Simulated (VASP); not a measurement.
Input of a VASP 6.6.1 run:

The input INCAR:

```
SYSTEM = Bi2Se3
ALGO = Normal
EDIFF = 1E-6
ENCUT = 520
GGA = PE
ISIF = 2
ISMEAR = -1
LASPH = .TRUE.
LCHARG = .FALSE.
LREAL = .FALSE.
LWAVE = .FALSE.
NBANDS = 32
NELM = 80
PREC = Accurate
SIGMA = 0.05
```

Contents of KPOINTS:

```
k-points
0
G
  8 8 8
  0 0 0
```

POSCAR

```
Bi2Se3
1.0
    2.0953879207      1.2097727800     10.4238179321
   -2.0953879207      1.2097727800     10.4238179321
    0.0000000000     -2.4195455601     10.4238179321
Bi Se
2 3
Direct
    0.6042774648      0.6042774648      0.6042774648
    0.3957225352      0.3957225352      0.3957225352
    0.7790257790      0.7790257790      0.7790257790
    0.2209742210      0.2209742210      0.2209742210
    0.0000000000      0.0000000000      0.0000000000
```

Potentials or basis: VASP PAW PBE potentials, release 64 (Bi_d, Se).

Run with:

```bash
$ cat potpaw_PBE.64/Bi_d/POTCAR potpaw_PBE.64/Se/POTCAR > POTCAR
$ mpirun -np 1 vasp_std > vasp.out
```

Task: Predict the largest force.

Result: 0.011 eV/Å.

Task: Estimate the pressure.

Result: 0.0 GPa.

Forces in eV/Å, atoms in the order of the input:
```
Bi   0.000  0.000  0.011
Bi   0.000  0.000 -0.011
Se   0.000  0.000  0.008
Se   0.000  0.000 -0.008
Se   0.000  0.000  0.000
```
